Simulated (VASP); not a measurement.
Runs of VASP 6.6.1 on Te2Mo. The structure is that of space group P-6m2 (No. 187), or close to it. The cells are those of the table. 

| cell | gap on the mesh (eV) | largest force (eV/Å) |
| --- | --- | --- |
| a = 3.410, b = 3.410, c = 33.270 Å, angles 90.0, 90.0, 120.0°, 3 atoms | 1.11 | 4.28 |
| a = 3.224, b = 3.224, c = 33.270 Å, angles 90.0, 90.0, 120.0°, 3 atoms | 1.37 | (b) |
| a = 3.317, b = 3.317, c = 33.270 Å, angles 90.0, 90.0, 120.0°, 3 atoms | 1.39 | 2.35 |
| a = 3.597, b = 3.597, c = 33.270 Å, angles 90.0, 90.0, 120.0°, 3 atoms | 1.00 | 1.74 |
| a = 3.504, b = 3.504, c = 33.270 Å, angles 90.0, 90.0, 120.0°, 3 atoms | (a) | 3.38 |
| a = 3.784, b = 3.784, c = 33.270 Å, angles 90.0, 90.0, 120.0°, 3 atoms | 0.84 | 2.57 |
| a = 3.691, b = 3.691, c = 33.270 Å, angles 90.0, 90.0, 120.0°, 3 atoms | 0.81 | 0.02 |

Alike in all rows: task single point; level PBE+D3(BJ); potentials or basis VASP PAW PBE potentials, release 64 (Te, Mo_sv); no spin polarisation; k mesh 9 × 9 × 1; cutoff (eV) 520; smearing gaussian 0.02 eV.

Question: Fill in the values left out.

Answer: (a) 0.82; (b) 4.75.

Caveats: spin-orbit coupling is left out, which moves the levels of the heavy elements.

A k mesh can miss the band edges, and the runs leave out spin-orbit coupling on Mo, Te.
